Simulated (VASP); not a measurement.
Wanted: the native input for a VASP 6.6.1 run.

- Task: single point
- Functional: PBE
- Potentials or basis: VASP PAW PBE potentials, release 64 (Fe)
- Cutoff: 520 eV
- k mesh: 15 × 15 × 15
- Occupations: methfessel-paxton, width 0.03 eV
- Spin: collinear spin, ferromagnetic start
- Starting moments: [2.208] μB
- Dipole correction: no
- Further INCAR settings: ALGO = Normal; EDIFF = 1e-06; NBANDS = 14

The structure of Fe lies in POSCAR:

```
Fe
1.0
   -1.4163059769      1.4163059769      1.4163059769
    1.4163059769     -1.4163059769      1.4163059769
    1.4163059769      1.4163059769     -1.4163059769
Fe
1
Direct
    0.0000000000      0.0000000000      0.0000000000
```

One way to write it, as run:

INCAR

```
SYSTEM = Fe
PREC     = Accurate       ! precision mode
ENCUT    = 520            ! plane-wave cutoff, eV
EDIFF    = 1E-6           ! SCF threshold, eV
ISMEAR   = 1              ! smearing method
SIGMA    = 0.03           ! smearing width, eV
LREAL    = .FALSE.        ! projectors in reciprocal space
LASPH    = .TRUE.         ! aspherical terms in the spheres
NELM     = 150            ! most SCF steps
ALGO     = Normal         ! electronic algorithm
ISIF     = 2              ! what is computed and relaxed
LWAVE    = .FALSE.        ! write WAVECAR
LCHARG   = .FALSE.        ! write CHGCAR
ISPIN    = 2              ! spin polarisation
MAGMOM   = 2.208          ! initial moments
LORBIT   = 11             ! projections on sites
LMAXMIX  = 4              ! l up to which the mixer works
GGA      = PE             ! functional
NBANDS   = 14             ! bands
```

KPOINTS

```
Automatic mesh
0
G
  15 15 15
  0 0 0
```

Potentials or basis: VASP PAW PBE potentials, release 64 (Fe).

The run is started by

```sh
$ cat potpaw_PBE.64/Fe/POTCAR > POTCAR
$ mpirun -np 1 vasp_std > vasp.out
```

It gave:

| Property | Result |
| --- | --- |
| Pressure | -0.3 GPa |
| Net moment | 2.18 μB per cell |
| Site moments | Fe +2.18 μB |
| Valence electrons inside the program's atomic spheres | Fe 7.27 |

It took 59 s on 1 thread of Intel Xeon 8259CL (shared host), peak memory 0.14 GiB.
